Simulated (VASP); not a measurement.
# Pt (Fm-3m) in VASP: further runs

Pt is run at these levels: PBE; tasks: single point, relaxation of cell and atoms.

Everything below comes from runs of VASP 6.6.1. Logs are shortened: lines on timing, memory, paths and dates and some standing lists are left out, and cuts for length are marked.

## 1. The cell of the first run

The structure is cubic, space group Fm-3m (No. 225). Conventional cell: a = 3.970 Å, b = 3.970 Å, c = 3.970 Å, α = 90.00°, β = 90.00°, γ = 90.00°. Pt (site symmetry m-3m) has 12 Pt at 2.81 Å within 3.7 Å.

## 2. Single point, PBE

The input, INCAR:

```
  PREC = Accurate
  ENCUT = 520
  EDIFF = 1E-6
  ISMEAR = 0
  SIGMA = 0.1
  LREAL = False
  LASPH = True
  NELM = 60
  ALGO = Normal
  ISIF = 2
  LWAVE = False
  LCHARG = False
  GGA = PE
  NBANDS = 11
```

The input, KPOINTS:

```
Automatic mesh
0
Gamma
  18 18 18
```

The input, POSCAR:

```
Pt
1.0
    0.0000000000      1.9850561640      1.9850561640
    1.9850561640      0.0000000000      1.9850561640
    1.9850561640      1.9850561640      0.0000000000
Pt
1
Direct
    0.0000000000      0.0000000000      0.0000000000
```

Potentials or basis: VASP PAW PBE potentials, release 64 (Pt).

Started as:

```
$ cat potpaw_PBE.64/Pt/POTCAR > POTCAR
$ mpirun -np 1 vasp_std > vasp.out
```

OUTCAR:

```text
PREC = Accurate
   ENCUT = 520
   EDIFF = 1E-6
   ISMEAR = 0
   LREAL = False
   LASPH = True
   NELM = 60
   ISIF = 2
   GGA = PE

 ion  position               nearest neighbor table
   1  0.000  0.000  0.000-

  LATTYP: Found a face centered cubic cell.
 ALAT       =     3.9701123280

  Lattice vectors:

 A1 = (   0.0000000000,   1.9850561640,   1.9850561640)
 A2 = (   1.9850561640,   0.0000000000,   1.9850561640)
 A3 = (   1.9850561640,   1.9850561640,   0.0000000000)

Analysis of symmetry for initial positions (statically):
=====================================================================
 Subroutine PRICEL returns:
 Original cell was already a primitive cell.

 Routine SETGRP: Setting up the symmetry group for a
 face centered cubic supercell.

 Subroutine GETGRP returns: Found 48 space group operations
 (whereof 48 operations were pure point group operations)
 out of a pool of 48 trial point group operations.

The static configuration has the point symmetry O_h .

Analysis of symmetry for dynamics (positions and initial velocities):
=====================================================================
 Subroutine PRICEL returns:
 Original cell was already a primitive cell.

 Routine SETGRP: Setting up the symmetry group for a
 face centered cubic supercell.

 Subroutine GETGRP returns: Found 48 space group operations
 (whereof 48 operations were pure point group operations)
 out of a pool of 48 trial point group operations.

The dynamic configuration has the point symmetry O_h .

 Subroutine INISYM returns: Found 48 space group operations
 (whereof 48 operations are pure point group operations),
 and found     1 'primitive' translations

----------------------------------------------------------------------------------------

                                     Primitive cell

  volume of cell :      15.6440

  direct lattice vectors                    reciprocal lattice vectors
     0.000000000  1.985056164  1.985056164    -0.251882042  0.251882042  0.251882042
     1.985056164  0.000000000  1.985056164     0.251882042 -0.251882042  0.251882042
     1.985056164  1.985056164  0.000000000     0.251882042  0.251882042 -0.251882042

  length of vectors
     2.807293349  2.807293349  2.807293349     0.436272494  0.436272494  0.436272494

  position of ions in fractional coordinates (direct lattice)
     0.000000000  0.000000000  0.000000000

  ion indices of the primitive-cell ions
   primitive index   ion index
                 1           1

----------------------------------------------------------------------------------------

 KPOINTS: Automatic mesh

Automatic generation of k-mesh.
 Grid dimensions read from file:
 generate k-points for:   18   18   18

 Generating k-lattice:

  Cartesian coordinates                     Fractional coordinates (reciprocal lattice)
    -0.013993447  0.013993447  0.013993447     0.055555556  0.000000000  0.000000000
     0.013993447 -0.013993447  0.013993447     0.000000000  0.055555556  0.000000000
     0.013993447  0.013993447 -0.013993447     0.000000000  0.000000000  0.055555556

  Length of vectors
     0.024237361  0.024237361  0.024237361

  Shift w.r.t. Gamma in fractional coordinates (k-lattice)
     0.000000000  0.000000000  0.000000000

 Subroutine IBZKPT returns following result:
 ===========================================

 Found    195 irreducible k-points:

 Following reciprocal coordinates:
            Coordinates               Weight
  0.000000  0.000000  0.000000      1.000000
  0.055556  0.000000  0.000000      8.000000
  0.111111  0.000000  0.000000      8.000000
  0.166667  0.000000  0.000000      8.000000
  0.222222  0.000000  0.000000      8.000000
  0.277778  0.000000  0.000000      8.000000
[... 16 lines left out ...]
 -0.277778  0.055556  0.000000     24.000000
 -0.222222  0.055556  0.000000     24.000000
 [... further k-points ...]
   k-points           NKPTS =    195   k-points in BZ     NKDIM =    195   number of bands    NBANDS=     11
   number of dos      NEDOS =    301   number of ions     NIONS =      1
   total plane-waves  NPLWV =  13824
   dimension x,y,z NGX =    24 NGY =   24 NGZ =   24
   dimension x,y,z NGXF=    48 NGYF=   48 NGZF=   48
   ions per type =               1
   NGX,Y,Z   is equivalent  to a cutoff of  14.21, 14.21, 14.21 a.u.
   NGXF,Y,Z  is equivalent  to a cutoff of  28.43, 28.43, 28.43 a.u.
 SYSTEM =  unknown system
   PREC   = accura    normal or accurate (medium, high low for compatibility)
   ISTART =      0    job   : 0-new  1-cont  2-samecut
   ICHARG =      2    charge: 1-file 2-atom 10-const
   ISPIN  =      1    spin polarized calculation?
   LNONCOLLINEAR =      F non collinear calculations
   LSORBIT =      F    spin-orbit coupling
   LASPH  =      T    aspherical Exc in radial PAW
   ENCUT  =  520.0 eV  38.22 Ry    6.18 a.u.   5.22  5.22  5.22*2*pi/ulx,y,z
   NELM   =     60;   NELMIN=  2; NELMDL= -5     # of ELM steps
   EDIFF  = 0.1E-05   stopping-criterion for ELM
   LREAL  =      F    real-space projection
   EDIFFG = 0.1E-04   stopping-criterion for IOM
   NSW    =      0    number of steps for IOM
   IBRION =     -1    ionic relax: 0-MD 1-quasi-New 2-CG
   NFREE  =      0    steps in history (QN), initial steepest desc. (CG)
   ISIF   =      2    stress and relaxation
   ISYM   =      2    0-nonsym 1-usesym 2-fastsym
   POTIM  = 0.5000    time-step for ionic-motion
   TEBEG  =    0.0;   TEEND  =   0.0 temperature during run
   PSTRESS=    0.0 pullay stress
   NELECT =      10.0000    total number of electrons
   NUPDOWN=      -1.0000    fix difference up-down
   EMIN   =  10.00;   EMAX   =-10.00  energy-range for DOS
   EFERMI =   0.00;   METHOD = LEGACY
   ISMEAR =     0;   SIGMA  =   0.10  broadening in eV -4-tet -1-fermi 0-gaus
   EFERMI_NEDOS =   21; number of points for ismear=-14 and -15
   IALGO  =     38    algorithm
   IMIX   =      4    mixing-type and parameters
     AMIX     =   0.40;   BMIX     =  1.00
     AMIX_MAG =   1.60;   BMIX_MAG =  1.00
  volume/ion in A,a.u.               =      15.64       105.57
  Fermi-wavevector in a.u.,A,eV,Ry     =   1.410237  2.664961 27.058828  1.988768
  Thomas-Fermi vector in A             =   2.532211
   LORBIT       =      0    0 simple, 1 ext, 2 COOP (PROOUT), +10 PAW based schemes
   GGA     = PE    functional components
   LHFCALC =     F    Hartree Fock is set to
   AEXX    =    0.0000 exact exchange contribution
   IVDW    =     0    specifies the selected vdW correction
   LEPSILON=     F    determine dielectric tensor
   LRPA    =     F    only Hartree local field effects (RPA)
 non-spin polarized calculation
 Gauss-broadening in eV      SIGMA  =   0.10
  energy-cutoff  :      520.00
  volume of cell :       15.64
 maximum number of plane-waves:       444
 NGX is ok and might be reduce to    24
   NGX = 11   NGY = 11   NGZ = 11

 number of electron      10.0000002 magnetization

 Free energy of the ion-electron system (eV)
  ---------------------------------------------------
  ext. energy  EPLUGINS =         0.00000000
  ---------------------------------------------------
  free energy    TOTEN  =        -6.10004659 eV

  energy without entropy =       -6.08877180  energy(sigma->0) =       -6.09440920

 E-fermi :  10.5734     XC(G=0): -13.2715

 val. band max:       10.5730504427   @ k =  -0.3333   0.3889   0.1111
 cond. band min:      10.5839698933   @ k =   0.4444   0.1111   0.0000
 fundamental gap:      0.0109194506
 Fermi energy:        10.5733849363

 k-point     1 :       0.0000    0.0000    0.0000
  band No.  band energies     occupation
      1       0.7636      2.00000
      2       7.0036      2.00000
      3       7.0036      2.00000
      4       7.0036      2.00000
      5       9.0313      2.00000
      6       9.0313      2.00000
      7      25.3094      0.00000
      8      30.0687      0.00000
      9      30.0687      0.00000
     10      30.0687      0.00000
     11      35.2807      0.00000

 k-point     2 :       0.0556    0.0000    0.0000
  band No.  band energies     occupation
      1       0.8837      2.00000
      2       6.9513      2.00000
      3       7.0508      2.00000
      4       7.0508      2.00000
      5       9.0053      2.00000
      6       9.0053      2.00000
      7      25.4918      0.00000
      8      29.4025      0.00000
      9      30.2484      0.00000
     10      30.2484      0.00000
     11      35.9953      0.00000

 k-point     3 :       0.1111    0.0000    0.0000
  band No.  band energies     occupation
      1       1.2337      2.00000
      2       6.8168      2.00000
      3       7.1744      2.00000
      4       7.1744      2.00000
      5       8.9500      2.00000
      6       8.9500      2.00000
      7      25.9846      0.00000
      8      28.0017      0.00000
      9      30.7699      0.00000
     10      30.7699      0.00000
     11      36.6228      0.00000

 k-point     4 :       0.1667    0.0000    0.0000
  band No.  band energies     occupation
      1       1.7768      2.00000
      2       6.6662      2.00000
      3       7.3136      2.00000
      4       7.3136      2.00000
      5       8.9368      2.00000
      6       8.9368      2.00000
      7      26.3137      0.00000
      8      26.6706      0.00000
      9      31.5739      0.00000
     10      31.5739      0.00000
     11      35.0347      0.00000

 k-point     5 :       0.2222    0.0000    0.0000
  band No.  band energies     occupation
      1       2.4310      2.00000
      2       6.6134      2.00000
      3       7.3740      2.00000
      4       7.3740      2.00000
      5       9.0678      2.00000
      6       9.0678      2.00000
      7      24.6055      0.00000
      8      26.9656      0.00000
      9      32.4960      0.00000
     10      32.4960      0.00000
     11      33.8709      0.00000
[... 211 lines left out ...]
 k-point    21 :      -0.3889    0.0556    0.0000
  band No.  band energies     occupation
      1       3.7064      2.00000
      2       6.9758      2.00000
      3       7.0914      2.00000
      4       8.5826      2.00000
      5      10.1331      2.00000
      6      10.8788      0.00002
      7      17.9901      0.00000
      8      25.3748      0.00000
      9      29.1594      0.00000
     10      30.4302      0.00000
     11      36.6319      0.00000

 k-point    22 :      -0.3333    0.0556    0.0000
  band No.  band energies     occupation
      1       3.6091      2.00000
      2       7.0989      2.00000
      3       7.2056      2.00000
      4       7.6176      2.00000
      5       9.6868      2.00000
      6      10.3873      1.99151
      7      19.9774      0.00000
      8      25.8964      0.00000
      9      29.8533      0.00000
     10      31.7994      0.00000
     11      35.0408      0.00000

 k-point    23 :      -0.2778    0.0556    0.0000
  band No.  band energies     occupation
      1       3.3060      2.00000
      2       6.8492      2.00000
      3       7.2740      2.00000
      4       7.3425      2.00000
      5       9.2231      2.00000
      6       9.9101      2.00000
      7      22.0663      0.00000
      8      26.5572      0.00000
      9      30.7205      0.00000
     10      33.5111      0.00000
     11      33.5212      0.00000

 k-point    24 :      -0.2222    0.0556    0.0000
  band No.  band energies     occupation
      1       2.7504      2.00000
      2       6.5429      2.00000
      3       7.3760      2.00000
      4       7.4394      2.00000
      5       8.8560      2.00000
      6       9.4944      2.00000
      7      24.0522      0.00000
      8      27.0415      0.00000
      9      31.2551      0.00000
     10      32.7696      0.00000
     11      33.9727      0.00000

 [... further k-points ...]
[... 5 lines left out ...]
  --------------------------------------------------------------------------------------
  -------------------------------------------------------------------------------------
  Total       -0.0478351     -0.0478351     -0.0478351      0.0000000     -0.0000000     -0.0000000
  in kB       -4.8990206     -4.8990206     -4.8990206      0.0000000     -0.0000000     -0.0000000
  external PRESSURE =      -4.8990206 kB  Pullay stress =       0.0000000 kB

 VOLUME and BASIS-vectors are now :
 -----------------------------------------------------------------------------
  energy-cutoff  :      520.00
  volume of cell :       15.64
      direct lattice vectors                 reciprocal lattice vectors
     0.000000000  1.985056164  1.985056164    -0.251882042  0.251882042  0.251882042
     1.985056164  0.000000000  1.985056164     0.251882042 -0.251882042  0.251882042
     1.985056164  1.985056164  0.000000000     0.251882042  0.251882042 -0.251882042

 POSITION                                       TOTAL-FORCE (eV/Angst)
 -----------------------------------------------------------------------------------
      0.00000      0.00000      0.00000        -0.000000     -0.000000      0.000000
 -----------------------------------------------------------------------------------
    total drift:                               -0.000000      0.000000     -0.000000

  FREE ENERGIE OF THE ION-ELECTRON SYSTEM (eV)
  ---------------------------------------------------
  free  energy   TOTEN  =        -6.1000465893 eV

  energy  without entropy=       -6.0887718044  energy(sigma->0) =       -6.09440920
```

It took 17 s on 1 thread of Intel Xeon Platinum 8259CL at 2.50GHz (Skylake/Cascade Lake), shared host; peak memory 0.17 GiB.

What came out:

```
Free energy            : -6.1000 eV
Pressure               : -0.5 GPa
Band gap on the k mesh : zero (band 5 reaches 11.03 eV, above the bottom of band 6 at 8.94 eV)
```

Levels at points of the mesh, in eV from the Fermi level:
```csv
k point,band 3,band 4,band 5,band 6,band 7,band 8
"(0.00, 0.00, 0.00)",-3.57,-3.57,-1.54,-1.54,14.74,19.50
"(0.50, 0.00, 0.00)",-3.63,-0.32,0.03,0.03,5.56,14.29
"(0.50, 0.50, 0.00)",-0.01,0.45,0.45,1.85,8.49,11.28
```

Caveat: spin-orbit coupling is left out, which moves the levels of the heavy elements.

(Part 1 of 2 ends here.)
